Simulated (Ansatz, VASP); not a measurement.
Two plane-wave programs on TiAl

```xyz
2
Lattice="3.1389 0.0000 0.0000 0.0000 3.1389 0.0000 0.0000 0.0000 3.1389" Properties=species:S:1:pos:R:3 pbc="T T T"
Ti    0.0000    0.0000    0.0000
Al    1.5694    1.5694    1.5694
```

Alike in both runs: functional PBE; dispersion D3(BJ); k mesh 14 × 14 × 14; occupations gaussian, width 0.1 eV; no spin polarisation.

Ansatz relaxed the structure, and its values are those at the end. VASP's run is a single point on that final structure, the one shown.

```csv
,VASP,Ansatz
version,VASP 6.6.1,Ansatz 0.2.0
potentials or method,"VASP PAW PBE potentials, release 64 (Ti_sv, Al), cutoff 520 eV","scalar-relativistic, plane waves, PAW"
valence electrons in the cell,15,15
```

```tsv
	VASP	Ansatz	Ansatz less VASP
gap on the k mesh at the Fermi level (eV)	none	none	-
pressure (GPa)	0.0	0.0	+0.04
```

A gap of «none» marks a metal or a gap that the smearing closes.
